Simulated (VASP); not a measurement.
# Mg (P6_3/mmc) in VASP: further runs, part 2 of 2

VASP 6.6.1. The steps go on from the part before.

## (4) Single point, LDA

This run uses another cell than the first one, of 23.24 Å³/atom, 1.064 times its volume.

The input, INCAR:

```
SYSTEM = Mg
PREC = Accurate
ENCUT = 520
EDIFF = 1E-6
ISMEAR = -1
SIGMA = 0.05
LREAL = .FALSE.
LASPH = .TRUE.
NELM = 60
ALGO = Normal
ISIF = 2
LWAVE = .FALSE.
LCHARG = .TRUE.
LELF = .TRUE.
LVHAR = .TRUE.
NBANDS = 9
```

The input, KPOINTS:

```
Automatic mesh
0
G
  12 12 7
  0 0 0
```

The input, POSCAR:

```
Mg
1.0
    3.2092715325      0.0000000000      0.0000000000
   -1.6046357662      2.7793106748      0.0000000000
    0.0000000000      0.0000000000      5.2103300000
Mg
2
Direct
    0.3333333333      0.6666666667      0.2500000000
    0.6666666667      0.3333333333      0.7500000000
```

Potentials or basis: VASP PAW LDA potentials, release 64 (Mg).

Started as:

```
> cat potpaw_LDA.64/Mg/POTCAR > POTCAR
> mpirun -np 1 vasp_std > vasp.out
```

OUTCAR:

```text
SYSTEM = Mg
   PREC = Accurate
   ENCUT = 520
   EDIFF = 1E-6
   ISMEAR = -1
   LREAL = .FALSE.
   LASPH = .TRUE.
   NELM = 60
   ISIF = 2

 ion  position               nearest neighbor table
   1  0.333  0.667  0.250-   2 3.20   2 3.20   2 3.20   2 3.20   2 3.20   2 3.20
   2  0.667  0.333  0.750-   1 3.20   1 3.20   1 3.20   1 3.20   1 3.20   1 3.20

  LATTYP: Found a hexagonal cell.
 ALAT       =     3.2092715325
 C/A-ratio  =     1.6235242008

  Lattice vectors:

 A1 = (   3.2092715325,   0.0000000000,   0.0000000000)
 A2 = (  -1.6046357662,   2.7793106748,   0.0000000000)
[... 468 lines left out ...]
      6       9.7015      0.00000
      7       9.9766      0.00000
      8      11.5383      0.00000
      9      13.0357      0.00000

 [... further k-points ...]
[... 5 lines left out ...]
  --------------------------------------------------------------------------------------
  -------------------------------------------------------------------------------------
  Total       -0.7357322     -0.7357322     -0.9914380     -0.0000000      0.0000000     -0.0000000
  in kB      -25.3642239    -25.3642239    -34.1796296     -0.0000000      0.0000000     -0.0000000
  external PRESSURE =     -28.3026925 kB  Pullay stress =       0.0000000 kB

 VOLUME and BASIS-vectors are now :
 -----------------------------------------------------------------------------
  energy-cutoff  :      520.00
  volume of cell :       46.47
      direct lattice vectors                 reciprocal lattice vectors
     3.209271532  0.000000000  0.000000000     0.311597193  0.179900723  0.000000000
    -1.604635766  2.779310675  0.000000000     0.000000000  0.359801446  0.000000000
     0.000000000  0.000000000  5.210330000     0.000000000  0.000000000  0.191926423

 POSITION                                       TOTAL-FORCE (eV/Angst)
 -----------------------------------------------------------------------------------
     -0.00000      1.85287      1.30258        -0.000000      0.000000      0.000000
      1.60464      0.92644      3.90775         0.000000     -0.000000      0.000000
 -----------------------------------------------------------------------------------
    total drift:                                0.000000     -0.000000      0.000000

  FREE ENERGIE OF THE ION-ELECTRON SYSTEM (eV)
  ---------------------------------------------------
  free  energy   TOTEN  =        -3.5900737042 eV

  energy  without entropy=       -3.5823471044  energy(sigma->0) =       -3.58621040
```

OSZICAR:

```text
N       E                     dE             d eps       ncg     rms          rms(c)
DAV:   1    -0.905194581479E+00   -0.90519E+00   -0.13165E+03  1368   0.316E+02
DAV:   2    -0.356276114443E+01   -0.26576E+01   -0.25764E+01  1830   0.274E+01
DAV:   3    -0.361076759537E+01   -0.48006E-01   -0.47186E-01  1822   0.281E+00
DAV:   4    -0.361090651072E+01   -0.13892E-03   -0.13889E-03  1691   0.147E-01
DAV:   5    -0.361090696247E+01   -0.45174E-06   -0.45142E-06  1725   0.856E-03    0.949E-01
DAV:   6    -0.359937849184E+01    0.11528E-01   -0.81294E-04  1569   0.155E-01    0.603E-01
DAV:   7    -0.359008205270E+01    0.92964E-02   -0.27897E-03  1436   0.283E-01    0.314E-02
DAV:   8    -0.359007486112E+01    0.71916E-05   -0.17743E-05  1987   0.217E-02    0.668E-03
DAV:   9    -0.359007370446E+01    0.11567E-05   -0.59263E-07  1313   0.341E-03    0.605E-04
DAV:  10    -0.359007370417E+01    0.29470E-09   -0.74020E-09   803   0.445E-04
   1 F= -.35900737E+01 E0= -.35862104E+01  d E =-.772660E-02
```

Run time: 9.8 s. Hardware: 1 thread of Intel Xeon Platinum 8488C (Sapphire Rapids), shared host; peak memory 0.15 GiB.

Results:

| Quantity | Value |
| --- | --- |
| Free energy | -3.5901 eV |
| Pressure | -2.8 GPa |
| Band gap on the k mesh | zero (band 2 reaches 3.41 eV, above the bottom of band 3 at 1.13 eV) |

Stress tensor (GPa, compression positive):
```
-2.54  0.00  0.00
 0.00 -2.54  0.00
 0.00  0.00 -3.42
```

Levels at points of the mesh, in eV from the Fermi level:
| k point | band 1 | band 2 | band 3 | band 4 | band 5 |
| --- | --- | --- | --- | --- | --- |
| (0.00, 0.00, 0.00) | -6.82 | -1.58 | -1.23 | 10.88 | 10.88 |
| (0.50, 0.00, 0.00) | -2.09 | -2.05 | 2.69 | 3.11 | 3.25 |

## (5) Single point, LDA (volume scaled by 1.01)

The input, INCAR:

```
PREC = Accurate
ENCUT = 520
EDIFF = 1E-6
ISMEAR = -1
SIGMA = 0.05
LREAL = False
LASPH = True
NELM = 60
ALGO = Normal
ISIF = 2
LWAVE = False
LCHARG = False
GGA = CA
NBANDS = 9
```

The input, KPOINTS:

```
Automatic mesh
0
Gamma
  12 12 7
```

The input, POSCAR:

```
Mg
1.0
    3.2199336425      0.0000000000      0.0000000000
   -1.6099668212      2.7885443329      0.0000000000
    0.0000000000      0.0000000000      5.2276401936
Mg
2
Direct
    0.3333333333      0.6666666667      0.2500000000
    0.6666666667      0.3333333333      0.7500000000
```

Potentials or basis: VASP PAW LDA potentials, release 64 (Mg).

Started as:

```
> cat potpaw_LDA.64/Mg/POTCAR > POTCAR
> mpirun -np 1 vasp_std > vasp.out
```

OUTCAR:

```text
PREC = Accurate
   ENCUT = 520
   EDIFF = 1E-6
   ISMEAR = -1
   LREAL = False
   LASPH = True
   NELM = 60
   ISIF = 2
   GGA = CA

 ion  position               nearest neighbor table
   1  0.333  0.667  0.250-   2 3.21   2 3.21   2 3.21   2 3.21   2 3.21   2 3.21
   2  0.667  0.333  0.750-   1 3.21   1 3.21   1 3.21   1 3.21   1 3.21   1 3.21

  LATTYP: Found a hexagonal cell.
 ALAT       =     3.2199336425
 C/A-ratio  =     1.6235242008

  Lattice vectors:

 A1 = (   3.2199336425,   0.0000000000,   0.0000000000)
 A2 = (  -1.6099668212,   2.7885443329,   0.0000000000)
 A3 = (   0.0000000000,   0.0000000000,   5.2276401936)

Analysis of symmetry for initial positions (statically):
[... 35 lines left out ...]
                                     Primitive cell

  volume of cell :      46.9386

  direct lattice vectors                    reciprocal lattice vectors
     3.219933643  0.000000000  0.000000000     0.310565406  0.179305021  0.000000000
    -1.609966821  2.788544333  0.000000000     0.000000000  0.358610042  0.000000000
     0.000000000  0.000000000  5.227640194     0.000000000  0.000000000  0.191290900

  length of vectors
     3.219933643  3.219933642  5.227640194     0.358610042  0.358610042  0.191290900

  position of ions in fractional coordinates (direct lattice)
     0.333333333  0.666666667  0.250000000
     0.666666667  0.333333333  0.750000000

  ion indices of the primitive-cell ions
   primitive index   ion index
                 1           1
                 2           2

----------------------------------------------------------------------------------------

 KPOINTS: Automatic mesh

Automatic generation of k-mesh.
 Grid dimensions read from file:
 generate k-points for:   12   12    7

 Generating k-lattice:

  Cartesian coordinates                     Fractional coordinates (reciprocal lattice)
     0.025880451  0.014942085  0.000000000     0.083333333  0.000000000  0.000000000
     0.000000000  0.029884170  0.000000000     0.000000000  0.083333333  0.000000000
     0.000000000  0.000000000  0.027327271     0.000000000  0.000000000  0.142857143

  Length of vectors
     0.029884170  0.029884170  0.027327271

  Shift w.r.t. Gamma in fractional coordinates (k-lattice)
     0.000000000  0.000000000  0.000000000

 Subroutine IBZKPT returns following result:
 ===========================================

 Found     76 irreducible k-points:

 Following reciprocal coordinates:
            Coordinates               Weight
  0.000000  0.000000  0.000000      1.000000
  0.083333  0.000000  0.000000      6.000000
  0.166667  0.000000  0.000000      6.000000
  0.250000  0.000000  0.000000      6.000000
  0.333333  0.000000  0.000000      6.000000
  0.416667 -0.000000  0.000000      6.000000
[... 16 lines left out ...]
  0.250000  0.000000  0.142857     12.000000
  0.333333  0.000000  0.142857     12.000000
 [... further k-points ...]
   k-points           NKPTS =     76   k-points in BZ     NKDIM =     76   number of bands    NBANDS=      9
   number of dos      NEDOS =    301   number of ions     NIONS =      2
   total plane-waves  NPLWV =  23040
   dimension x,y,z NGX =    24 NGY =   24 NGZ =   40
   dimension x,y,z NGXF=    48 NGYF=   48 NGZF=   80
   ions per type =               2
   NGX,Y,Z   is equivalent  to a cutoff of  12.39, 12.39, 12.72 a.u.
   NGXF,Y,Z  is equivalent  to a cutoff of  24.78, 24.78, 25.44 a.u.
 SYSTEM =  unknown system
   PREC   = accura    normal or accurate (medium, high low for compatibility)
   ISTART =      0    job   : 0-new  1-cont  2-samecut
   ICHARG =      2    charge: 1-file 2-atom 10-const
   ISPIN  =      1    spin polarized calculation?
   LNONCOLLINEAR =      F non collinear calculations
   LSORBIT =      F    spin-orbit coupling
   LASPH  =      T    aspherical Exc in radial PAW
   ENCUT  =  520.0 eV  38.22 Ry    6.18 a.u.   5.99  5.99  9.72*2*pi/ulx,y,z
   NELM   =     60;   NELMIN=  2; NELMDL= -5     # of ELM steps
   EDIFF  = 0.1E-05   stopping-criterion for ELM
   LREAL  =      F    real-space projection
   EDIFFG = 0.1E-04   stopping-criterion for IOM
   NSW    =      0    number of steps for IOM
   IBRION =     -1    ionic relax: 0-MD 1-quasi-New 2-CG
   NFREE  =      0    steps in history (QN), initial steepest desc. (CG)
   ISIF   =      2    stress and relaxation
   ISYM   =      2    0-nonsym 1-usesym 2-fastsym
   POTIM  = 0.5000    time-step for ionic-motion
   TEBEG  =    0.0;   TEEND  =   0.0 temperature during run
   PSTRESS=    0.0 pullay stress
   NELECT =       4.0000    total number of electrons
   NUPDOWN=      -1.0000    fix difference up-down
   EMIN   =  10.00;   EMAX   =-10.00  energy-range for DOS
   EFERMI =   0.00;   METHOD = LEGACY
   ISMEAR =    -1;   SIGMA  =   0.05  broadening in eV -4-tet -1-fermi 0-gaus
   EFERMI_NEDOS =   21; number of points for ismear=-14 and -15
   IALGO  =     38    algorithm
   IMIX   =      4    mixing-type and parameters
     AMIX     =   0.40;   BMIX     =  1.00
     AMIX_MAG =   1.60;   BMIX_MAG =  1.00
  volume/ion in A,a.u.               =      23.47       158.38
  Fermi-wavevector in a.u.,A,eV,Ry     =   0.720418  1.361393  7.061459  0.519003
  Thomas-Fermi vector in A             =   1.809865
   LORBIT       =      0    0 simple, 1 ext, 2 COOP (PROOUT), +10 PAW based schemes
   GGA     = CA    functional components
   LHFCALC =     F    Hartree Fock is set to
   AEXX    =    0.0000 exact exchange contribution
   IVDW    =     0    specifies the selected vdW correction
   LEPSILON=     F    determine dielectric tensor
   LRPA    =     F    only Hartree local field effects (RPA)
 non-spin polarized calculation
  energy-cutoff  :      520.00
  volume of cell :       46.94
 maximum number of plane-waves:      1284
 NGX is ok and might be reduce to    24
   NGX = 11   NGY = 11   NGZ = 19

 number of electron       4.0000000 magnetization

 Free energy of the ion-electron system (eV)
  ---------------------------------------------------
  ext. energy  EPLUGINS =         0.00000000
  ---------------------------------------------------
  free energy    TOTEN  =        -3.58145992 eV

  energy without entropy =       -3.57364063  energy(sigma->0) =       -3.57755028

 E-fermi :   2.3077     XC(G=0):  -8.6088

 val. band max:        2.2857665178   @ k =   0.3333   0.1667   0.1429
 cond. band min:       2.3434113979   @ k =   0.2500   0.0833   0.0000
 fundamental gap:      0.0576448801
 Fermi energy:         2.3077121494

 k-point     1 :       0.0000    0.0000    0.0000
  band No.  band energies     occupation
      1      -4.4686      2.00000
      2       0.7439      2.00000
      3       1.0775      2.00000
      4      13.1210      0.00000
      5      13.1210      0.00000
      6      13.1271      0.00000
      7      13.1271      0.00000
      8      14.0509      0.00000
      9      15.5252      0.00000

 k-point     2 :       0.0833    0.0000    0.0000
  band No.  band energies     occupation
      1      -4.3342      2.00000
      2       0.8668      2.00000
      3       1.2090      2.00000
      4      10.8556      0.00000
      5      11.8780      0.00000
      6      12.7338      0.00000
      7      14.5703      0.00000
      8      14.8647      0.00000
      9      15.4792      0.00000

 k-point     3 :       0.1667    0.0000    0.0000
  band No.  band energies     occupation
      1      -3.9319      2.00000
      2       1.2357      2.00000
      3       1.5991      2.00000
      4       8.3743      0.00000
      5      10.8584      0.00000
      6      11.5753      0.00000
      7      13.0711      0.00000
      8      13.7538      0.00000
      9      15.4572      0.00000
[... 229 lines left out ...]
 k-point    23 :       0.2500    0.0000    0.1429
  band No.  band energies     occupation
      1      -3.1539      2.00000
      2       0.6508      2.00000
      3       3.6063      0.00000
      4       6.1858      0.00000
      5       9.5132      0.00000
      6      10.1618      0.00000
      7      11.0778      0.00000
      8      12.7988      0.00000
      9      13.4881      0.00000

 k-point    24 :       0.3333    0.0000    0.1429
  band No.  band energies     occupation
      1      -2.2292      2.00000
      2       1.5227      2.00000
      3       3.7977      0.00000
      4       4.7579      0.00000
      5       7.5419      0.00000
      6       9.5983      0.00000
      7       9.8917      0.00000
      8      11.4027      0.00000
      9      12.9190      0.00000

 [... further k-points ...]
[... 5 lines left out ...]
  --------------------------------------------------------------------------------------
  -------------------------------------------------------------------------------------
  Total       -0.8261391     -0.8261391     -1.0816187     -0.0000000      0.0000000      0.0000000
  in kB      -28.1989933    -28.1989933    -36.9193980     -0.0000000      0.0000000      0.0000000
  external PRESSURE =     -31.1057949 kB  Pullay stress =       0.0000000 kB

 VOLUME and BASIS-vectors are now :
 -----------------------------------------------------------------------------
  energy-cutoff  :      520.00
  volume of cell :       46.94
      direct lattice vectors                 reciprocal lattice vectors
     3.219933643  0.000000000  0.000000000     0.310565406  0.179305021  0.000000000
    -1.609966821  2.788544333  0.000000000     0.000000000  0.358610042  0.000000000
     0.000000000  0.000000000  5.227640194     0.000000000  0.000000000  0.191290900

 POSITION                                       TOTAL-FORCE (eV/Angst)
 -----------------------------------------------------------------------------------
     -0.00000      1.85903      1.30691        -0.000000      0.000000      0.000000
      1.60997      0.92951      3.92073         0.000000     -0.000000      0.000000
 -----------------------------------------------------------------------------------
    total drift:                                0.000000     -0.000000      0.000000

  FREE ENERGIE OF THE ION-ELECTRON SYSTEM (eV)
  ---------------------------------------------------
  free  energy   TOTEN  =        -3.5814599214 eV

  energy  without entropy=       -3.5736406335  energy(sigma->0) =       -3.57755028
```

OSZICAR:

```text
N       E                     dE             d eps       ncg     rms          rms(c)
DAV:   1    -0.894653244490E+00   -0.89465E+00   -0.12108E+03  1368   0.304E+02
DAV:   2    -0.356179070083E+01   -0.26671E+01   -0.26139E+01  1878   0.273E+01
DAV:   3    -0.360221945348E+01   -0.40429E-01   -0.40115E-01  1758   0.271E+00
DAV:   4    -0.360235258727E+01   -0.13313E-03   -0.13312E-03  1740   0.149E-01
DAV:   5    -0.360235314537E+01   -0.55810E-06   -0.55815E-06  1760   0.856E-03    0.950E-01
DAV:   6    -0.359080008411E+01    0.11553E-01   -0.85143E-04  1580   0.158E-01    0.604E-01
DAV:   7    -0.358146854307E+01    0.93315E-02   -0.29191E-03  1455   0.288E-01    0.316E-02
DAV:   8    -0.358146109461E+01    0.74485E-05   -0.18061E-05  1943   0.219E-02    0.669E-03
DAV:   9    -0.358145992015E+01    0.11745E-05   -0.58105E-07  1350   0.336E-03    0.610E-04
DAV:  10    -0.358145992139E+01   -0.12414E-08   -0.84672E-09   801   0.482E-04
   1 F= -.35814599E+01 E0= -.35775503E+01  d E =-.781929E-02
```

Run time: 9 s. Hardware: 1 thread of Intel Xeon Platinum 8488C (Sapphire Rapids), shared host; peak memory 0.15 GiB.

What came out:

- Free energy: -3.5815 eV
- Pressure: -3.1 GPa
- Band gap on the k mesh: zero (band 2 reaches 3.36 eV, above the bottom of band 3 at 1.08 eV)

Stress tensor (GPa, compression positive):
```
-2.82  0.00  0.00
 0.00 -2.82  0.00
 0.00  0.00 -3.69
```

Caveat: the cell differs from its parent crystal (volume scaled by 1.01).

## (6) Single point, LDA (volume scaled by 1.04)

The input, INCAR:

```
ALGO = Normal
EDIFF = 1E-6
ENCUT = 520
GGA = CA
ISIF = 2
ISMEAR = -1
LASPH = T
LCHARG = F
LREAL = F
LWAVE = F
NBANDS = 9
NELM = 100
PREC = Accurate
SIGMA = 0.05
```

The input, KPOINTS:

```
k-points
0
Gamma
  12 12 7
```

The input, POSCAR:

```
Mg
1.0
    3.2515036326      0.0000000000      0.0000000000
   -1.6257518162      2.8158847463      0.0000000000
    0.0000000000      0.0000000000      5.2788948365
Mg
2
Direct
    0.3333333333      0.6666666667      0.2500000000
    0.6666666667      0.3333333333      0.7500000000
```

Potentials or basis: VASP PAW LDA potentials, release 64 (Mg).

Started as:

```
> cat potpaw_LDA.64/Mg/POTCAR > POTCAR
> mpirun -np 1 vasp_std > vasp.out
```

Wall time 8.9 s (1 thread of Intel Xeon Platinum 8488C (Sapphire Rapids), shared host); peak memory 0.15 GiB.

Results (log left out):

```yaml
Free_energy: -3.5510 eV
Pressure: -3.9 GPa
Band_gap_on_the_k_mesh: zero (band 2 reaches 3.21 eV, above the bottom of band 3 at 0.93 eV)
```

Stress tensor (GPa, compression positive):
```
-3.58  0.00  0.00
 0.00 -3.58  0.00
 0.00  0.00 -4.43
```

Levels at points of the mesh, in eV from the Fermi level:
| k point | band 1 | band 2 | band 3 | band 4 | band 5 |
| --- | --- | --- | --- | --- | --- |
| (0.00, 0.00, 0.00) | -6.66 | -1.52 | -1.24 | 10.58 | 10.58 |
| (0.50, 0.00, 0.00) | -2.06 | -1.98 | 2.63 | 3.09 | 3.13 |

Caveat: the cell differs from its parent crystal (volume scaled by 1.04).

## (7) Summary

| cell | gap on the mesh (eV) | pressure (GPa) |
| --- | --- | --- |
| a = 3.144, b = 3.144, c = 5.104 Å, angles 90.0, 90.0, 120.0°, 2 atoms | none | -0.8 |
| a = 3.188, b = 3.188, c = 5.175 Å, angles 90.0, 90.0, 120.0°, 2 atoms | none | -2.2 |
| a = 3.209, b = 3.209, c = 5.210 Å, angles 90.0, 90.0, 120.0°, 2 atoms | none | -2.8 |
| a = 3.220, b = 3.220, c = 5.228 Å, angles 90.0, 90.0, 120.0°, 2 atoms | none | -3.1 |
| a = 3.252, b = 3.252, c = 5.279 Å, angles 90.0, 90.0, 120.0°, 2 atoms | none | -3.9 |

Alike in all rows: task single point; level LDA; potentials or basis VASP PAW LDA potentials, release 64 (Mg); no spin polarisation; k mesh 12 × 12 × 7; cutoff (eV) 520; smearing fermi-dirac 0.05 eV.

Total energies depend on the potentials used, so only differences within one code and one set of settings carry meaning.
